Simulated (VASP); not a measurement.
# Nb (P6_3/mmc) in VASP: single point with PBE

Aim: the single point of Nb with PBE.

Program: VASP 6.6.1. These are calculated values, not measurements. Logs are shortened: lines on timing, memory, paths and dates and some standing lists are left out, and cuts for length are marked.

**1. The cell of the first run**

It takes space group P6_3/mmc (No. 194, hexagonal). Conventional cell: a = 2.857 Å, b = 2.857 Å, c = 5.305 Å, α = 90.00°, β = 90.00°, γ = 120.00°. Nb (site symmetry -6m2) has 12 Nb at 2.86 to 3.12 Å within 3.8 Å.

**2. Single point, PBE**

Contents of INCAR:

```
PREC = Accurate ; ENCUT = 520
EDIFF = 1E-7 ; ISMEAR = -1
SIGMA = 0.05 ; LREAL = F
LASPH = T ; NELM = 60
ALGO = Normal ; ISIF = 2
LWAVE = F ; LCHARG = F
GGA = PE ; NBANDS = 20
```

Contents of KPOINTS:

```
regular mesh
0
Gamma
  16 16 9
```

Contents of POSCAR:

```
Nb
1.0
    2.8573093930      0.0000000000      0.0000000000
   -1.4286546965      2.4745025208      0.0000000000
    0.0000000000      0.0000000000      5.3053474998
Nb
2
Direct
    0.3333333333      0.6666666667      0.2500000000
    0.6666666667      0.3333333333      0.7500000000
```

Potentials or basis: VASP PAW PBE potentials, release 64 (Nb_sv).

Launch:

```bash
$ cat potpaw_PBE.64/Nb_sv/POTCAR > POTCAR
$ mpirun -np 1 vasp_std > vasp.out
```

OUTCAR:

```text
PREC = Accurate
   ENCUT = 520
   EDIFF = 1E-7
   ISMEAR = -1
   LREAL = F
   LASPH = T
   NELM = 60
   ISIF = 2
   GGA = PE

 ion  position               nearest neighbor table
   1  0.333  0.667  0.250-
   2  0.667  0.333  0.750-

  LATTYP: Found a hexagonal cell.
 ALAT       =     2.8573093930
 C/A-ratio  =     1.8567633987

  Lattice vectors:

 A1 = (   2.8573093930,   0.0000000000,   0.0000000000)
 A2 = (  -1.4286546965,   2.4745025208,   0.0000000000)
 A3 = (   0.0000000000,   0.0000000000,   5.3053474998)

Analysis of symmetry for initial positions (statically):
=====================================================================
 Subroutine PRICEL returns:
 Original cell was already a primitive cell.

 Routine SETGRP: Setting up the symmetry group for a
 hexagonal supercell.

 Subroutine GETGRP returns: Found 24 space group operations
 (whereof 12 operations were pure point group operations)
 out of a pool of 24 trial point group operations.

The static configuration has the point symmetry D_3d.
 The point group associated with its full space group is D_6h.

Analysis of symmetry for dynamics (positions and initial velocities):
=====================================================================
 Subroutine PRICEL returns:
 Original cell was already a primitive cell.

 Routine SETGRP: Setting up the symmetry group for a
 hexagonal supercell.

 Subroutine GETGRP returns: Found 24 space group operations
 (whereof 12 operations were pure point group operations)
 out of a pool of 24 trial point group operations.

The dynamic configuration has the point symmetry D_3d.
 The point group associated with its full space group is D_6h.

 Subroutine INISYM returns: Found 24 space group operations
 (whereof 12 operations are pure point group operations),
 and found     1 'primitive' translations

----------------------------------------------------------------------------------------

                                     Primitive cell

  volume of cell :      37.5110

  direct lattice vectors                    reciprocal lattice vectors
     2.857309393  0.000000000  0.000000000     0.349979601  0.202060817  0.000000000
    -1.428654696  2.474502521  0.000000000     0.000000000  0.404121633  0.000000000
     0.000000000  0.000000000  5.305347500     0.000000000  0.000000000  0.188489067

  length of vectors
     2.857309393  2.857309393  5.305347500     0.404121633  0.404121633  0.188489067

  position of ions in fractional coordinates (direct lattice)
     0.333333333  0.666666667  0.250000000
     0.666666667  0.333333333  0.750000000

  ion indices of the primitive-cell ions
   primitive index   ion index
                 1           1
                 2           2

----------------------------------------------------------------------------------------

 KPOINTS: regular mesh

Automatic generation of k-mesh.
 Grid dimensions read from file:
 generate k-points for:   16   16    9

 Generating k-lattice:

  Cartesian coordinates                     Fractional coordinates (reciprocal lattice)
     0.021873725  0.012628801  0.000000000     0.062500000 -0.000000000  0.000000000
     0.000000000  0.025257602  0.000000000     0.000000000  0.062500000  0.000000000
     0.000000000  0.000000000  0.020943230     0.000000000  0.000000000  0.111111111

  Length of vectors
     0.025257602  0.025257602  0.020943230

  Shift w.r.t. Gamma in fractional coordinates (k-lattice)
     0.000000000  0.000000000  0.000000000

 Subroutine IBZKPT returns following result:
 ===========================================

 Found    150 irreducible k-points:

 Following reciprocal coordinates:
            Coordinates               Weight
  0.000000  0.000000  0.000000      1.000000
  0.062500  0.000000  0.000000      6.000000
  0.125000  0.000000  0.000000      6.000000
  0.187500  0.000000  0.000000      6.000000
  0.250000  0.000000  0.000000      6.000000
  0.312500  0.000000  0.000000      6.000000
[... 16 lines left out ...]
  0.187500  0.187500  0.000000      6.000000
  0.250000  0.187500  0.000000     12.000000
 [... further k-points ...]
   k-points           NKPTS =    150   k-points in BZ     NKDIM =    150   number of bands    NBANDS=     20
   number of dos      NEDOS =    301   number of ions     NIONS =      2
   total plane-waves  NPLWV =  23040
   dimension x,y,z NGX =    24 NGY =   24 NGZ =   40
   dimension x,y,z NGXF=    48 NGYF=   48 NGZF=   80
   ions per type =               2
   NGX,Y,Z   is equivalent  to a cutoff of  13.96, 13.96, 12.53 a.u.
   NGXF,Y,Z  is equivalent  to a cutoff of  27.93, 27.93, 25.07 a.u.
 SYSTEM =  unknown system
   PREC   = accura    normal or accurate (medium, high low for compatibility)
   ISTART =      0    job   : 0-new  1-cont  2-samecut
   ICHARG =      2    charge: 1-file 2-atom 10-const
   ISPIN  =      1    spin polarized calculation?
   LNONCOLLINEAR =      F non collinear calculations
   LSORBIT =      F    spin-orbit coupling
   LASPH  =      T    aspherical Exc in radial PAW
   ENCUT  =  520.0 eV  38.22 Ry    6.18 a.u.   5.31  5.31  9.86*2*pi/ulx,y,z
   NELM   =     60;   NELMIN=  2; NELMDL= -5     # of ELM steps
   EDIFF  = 0.1E-06   stopping-criterion for ELM
   LREAL  =      F    real-space projection
   EDIFFG = 0.1E-05   stopping-criterion for IOM
   NSW    =      0    number of steps for IOM
   IBRION =     -1    ionic relax: 0-MD 1-quasi-New 2-CG
   NFREE  =      0    steps in history (QN), initial steepest desc. (CG)
   ISIF   =      2    stress and relaxation
   ISYM   =      2    0-nonsym 1-usesym 2-fastsym
   POTIM  = 0.5000    time-step for ionic-motion
   TEBEG  =    0.0;   TEEND  =   0.0 temperature during run
   PSTRESS=    0.0 pullay stress
   NELECT =      26.0000    total number of electrons
   NUPDOWN=      -1.0000    fix difference up-down
   EMIN   =  10.00;   EMAX   =-10.00  energy-range for DOS
   EFERMI =   0.00;   METHOD = LEGACY
   ISMEAR =    -1;   SIGMA  =   0.05  broadening in eV -4-tet -1-fermi 0-gaus
   EFERMI_NEDOS =   21; number of points for ismear=-14 and -15
   IALGO  =     38    algorithm
   IMIX   =      4    mixing-type and parameters
     AMIX     =   0.40;   BMIX     =  1.00
     AMIX_MAG =   1.60;   BMIX_MAG =  1.00
  volume/ion in A,a.u.               =      18.76       126.57
  Fermi-wavevector in a.u.,A,eV,Ry     =   1.448815  2.737863 28.559513  2.099065
  Thomas-Fermi vector in A             =   2.566613
   LORBIT       =      0    0 simple, 1 ext, 2 COOP (PROOUT), +10 PAW based schemes
   GGA     = PE    functional components
   LHFCALC =     F    Hartree Fock is set to
   AEXX    =    0.0000 exact exchange contribution
   IVDW    =     0    specifies the selected vdW correction
   LEPSILON=     F    determine dielectric tensor
   LRPA    =     F    only Hartree local field effects (RPA)
 non-spin polarized calculation
  energy-cutoff  :      520.00
  volume of cell :       37.51
 maximum number of plane-waves:      1027
 NGX is ok and might be reduce to    24
   NGX = 11   NGY = 11   NGZ = 19

 number of electron      26.0000001 magnetization

 Free energy of the ion-electron system (eV)
  ---------------------------------------------------
  ext. energy  EPLUGINS =         0.00000000
  ---------------------------------------------------
  free energy    TOTEN  =       -19.85277009 eV

  energy without entropy =      -19.82846859  energy(sigma->0) =      -19.84061934

 E-fermi :  10.9778     XC(G=0): -12.2719

 val. band max:       10.9668699747   @ k =   0.0625   0.0625   0.1111
 cond. band min:      10.9807073221   @ k =   0.4375   0.1250   0.0000
 fundamental gap:      0.0138373474
 Fermi energy:        10.9777702859

 k-point     1 :       0.0000    0.0000    0.0000
  band No.  band energies     occupation
      1     -43.7812      2.00000
      2     -43.6693      2.00000
      3     -20.2379      2.00000
      4     -19.3740      2.00000
      5     -19.0867      2.00000
      6     -19.0867      2.00000
[... 12 lines left out ...]
     19      15.2293      0.00000
     20      15.2293      0.00000

 k-point     2 :       0.0625    0.0000    0.0000
  band No.  band energies     occupation
      1     -43.7724      2.00000
      2     -43.6623      2.00000
      3     -20.2228      2.00000
      4     -19.3736      2.00000
      5     -19.1402      2.00000
      6     -19.1005      2.00000
[... 12 lines left out ...]
     19      15.2683      0.00000
     20      15.5821      0.00000

 k-point     3 :       0.1250    0.0000    0.0000
  band No.  band energies     occupation
      1     -43.7473      2.00000
      2     -43.6427      2.00000
      3     -20.1790      2.00000
      4     -19.3732      2.00000
      5     -19.2915      2.00000
      6     -19.2191      2.00000
[... 12 lines left out ...]
     19      15.3434      0.00000
     20      16.3768      0.00000

 k-point     4 :       0.1875    0.0000    0.0000
  band No.  band energies     occupation
      1     -43.7090      2.00000
      2     -43.6134      2.00000
      3     -20.1107      2.00000
      4     -19.5150      2.00000
      5     -19.4393      2.00000
      6     -19.3750      2.00000
[... 12 lines left out ...]
     19      15.3969      0.00000
     20      17.3362      0.00000

 k-point     5 :       0.2500    0.0000    0.0000
  band No.  band energies     occupation
      1     -43.6629      2.00000
      2     -43.5792      2.00000
      3     -20.0246      2.00000
      4     -19.7739      2.00000
      5     -19.6903      2.00000
      6     -19.3820      2.00000
[... 12 lines left out ...]
     19      15.4094      0.00000
     20      18.3208      0.00000

 k-point     6 :       0.3125    0.0000    0.0000
  band No.  band energies     occupation
      1     -43.6154      2.00000
      2     -43.5457      2.00000
      3     -20.0274      2.00000
      4     -19.9332      2.00000
      5     -19.9298      2.00000
      6     -19.3972      2.00000
[... 12 lines left out ...]
     19      15.3898      0.00000
     20      19.2339      0.00000

 k-point     7 :       0.3750    0.0000    0.0000
  band No.  band energies     occupation
      1     -43.5733      2.00000
      2     -43.5186      2.00000
      3     -20.2381      2.00000
      4     -20.1337      2.00000
      5     -19.8377      2.00000
      6     -19.4213      2.00000
[... 12 lines left out ...]
     19      15.5823      0.00000
     20      19.1316      0.00000
[... 277 lines left out ...]
 k-point    20 :       0.3125    0.1250    0.0000
  band No.  band energies     occupation
      1     -43.5611      2.00000
      2     -43.5111      2.00000
      3     -20.2025      2.00000
      4     -20.1124      2.00000
      5     -19.8100      2.00000
      6     -19.4825      2.00000
[... 12 lines left out ...]
     19      16.7127      0.00000
     20      19.8492      0.00000

 k-point    21 :       0.3750    0.1250    0.0000
  band No.  band energies     occupation
      1     -43.5329      2.00000
      2     -43.4962      2.00000
      3     -20.3219      2.00000
      4     -20.2156      2.00000
      5     -19.7373      2.00000
      6     -19.5334      2.00000
[... 12 lines left out ...]
     19      17.6781      0.00000
     20      19.8723      0.00000

 k-point    22 :       0.4375    0.1250    0.0000
  band No.  band energies     occupation
      1     -43.5223      2.00000
      2     -43.4917      2.00000
      3     -20.3634      2.00000
      4     -20.2517      2.00000
      5     -19.7065      2.00000
      6     -19.5511      2.00000
[... 12 lines left out ...]
     19      18.1284      0.00000
     20      19.4684      0.00000

 k-point    23 :       0.1875    0.1875    0.0000
  band No.  band energies     occupation
      1     -43.6043      2.00000
      2     -43.5381      2.00000
      3     -19.9517      2.00000
      4     -19.9384      2.00000
      5     -19.9073      2.00000
      6     -19.4183      2.00000
[... 12 lines left out ...]
     19      15.5989      0.00000
     20      19.5493      0.00000

 k-point    24 :       0.2500    0.1875    0.0000
  band No.  band energies     occupation
      1     -43.5652      2.00000
      2     -43.5134      2.00000
      3     -20.1058      2.00000
      4     -20.0558      2.00000
      5     -19.8204      2.00000
      6     -19.5293      2.00000
[... 12 lines left out ...]
     19      16.7967      0.00000
     20      20.1354      0.00000

 [... further k-points ...]
[... 5 lines left out ...]
  --------------------------------------------------------------------------------------
  -------------------------------------------------------------------------------------
  Total       -0.0052658     -0.0052658     -0.6019260      0.0000000      0.0000000      0.0000000
  in kB       -0.2249136     -0.2249136    -25.7095607      0.0000000      0.0000000      0.0000000
  external PRESSURE =      -8.7197960 kB  Pullay stress =       0.0000000 kB

 VOLUME and BASIS-vectors are now :
 -----------------------------------------------------------------------------
  energy-cutoff  :      520.00
  volume of cell :       37.51
      direct lattice vectors                 reciprocal lattice vectors
     2.857309393  0.000000000  0.000000000     0.349979601  0.202060817  0.000000000
    -1.428654696  2.474502521  0.000000000     0.000000000  0.404121633  0.000000000
     0.000000000  0.000000000  5.305347500     0.000000000  0.000000000  0.188489067

 POSITION                                       TOTAL-FORCE (eV/Angst)
 -----------------------------------------------------------------------------------
     -0.00000      1.64967      1.32634         0.000000      0.000000      0.000000
      1.42865      0.82483      3.97901        -0.000000      0.000000      0.000000
 -----------------------------------------------------------------------------------
    total drift:                               -0.000000      0.000000     -0.000000

  FREE ENERGIE OF THE ION-ELECTRON SYSTEM (eV)
  ---------------------------------------------------
  free  energy   TOTEN  =       -19.8527700926 eV

  energy  without entropy=      -19.8284685865  energy(sigma->0) =      -19.84061934
```

It took 37 s on 1 thread of Intel Xeon 6975P-C (Granite Rapids), shared host; peak memory 0.21 GiB.

What came out:

| Item | Value |
| --- | --- |
| Free energy | -19.8528 eV |
| Pressure | -0.9 GPa |
| Band gap on the k mesh | zero (band 13 reaches 12.65 eV, above the bottom of band 14 at 10.26 eV) |

Stress tensor (GPa, compression positive):
```
-0.02  0.00  0.00
 0.00 -0.02  0.00
 0.00  0.00 -2.57
```
